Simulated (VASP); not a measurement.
Wanted: the native input for a VASP 6.6.1 run.

```
Task                   : single point
Functional             : RPBE
Potentials or basis    : VASP PAW PBE potentials, release 64 (Be)
Cutoff                 : 520 eV
k mesh                 : 23 × 23 × 23
Occupations            : fermi-dirac, width 0.1 eV
Spin                   : no spin polarisation
Dipole correction      : no
Further INCAR settings : ALGO = Normal; EDIFF = 1e-07; NBANDS = 7
```

The structure of Be lies in POSCAR:

```
Be
1.0
    2.1915002847      0.0000000000      0.0000000000
    0.0000000000      2.1915002847      0.0000000000
    0.0000000000      0.0000000000      2.1915002847
Be
1
Direct
    0.0000000000      0.0000000000      0.0000000000
```

The input as run:

INCAR

```
SYSTEM = Be
ALGO = Normal ; EDIFF = 1E-7
ENCUT = 520 ; GGA = RP
ISIF = 2 ; ISMEAR = -1
LASPH = .TRUE. ; LCHARG = .FALSE.
LREAL = .FALSE. ; LWAVE = .FALSE.
NBANDS = 7 ; NELM = 80
PREC = Accurate ; SIGMA = 0.1
```

KPOINTS

```
k-points
0
G
  23 23 23
  0 0 0
```

Potentials or basis: VASP PAW PBE potentials, release 64 (Be).

Run with:

```bash
$ cat potpaw_PBE.64/Be/POTCAR > POTCAR
$ mpirun -np 1 vasp_std > vasp.out
```

Results of the run:

The pressure is 0.0 GPa and the band gap on the k mesh is zero (band 1 reaches 9.82 eV, above the bottom of band 2 at 2.97 eV).

Caveat: the PAW data sets were made with another functional, which shifts forces and pressure a little.

Run time: 8 s on 1 thread of Intel(R) Xeon(R) Platinum 8488C (Sapphire Rapids), on a shared host, peak memory 0.12 GiB.
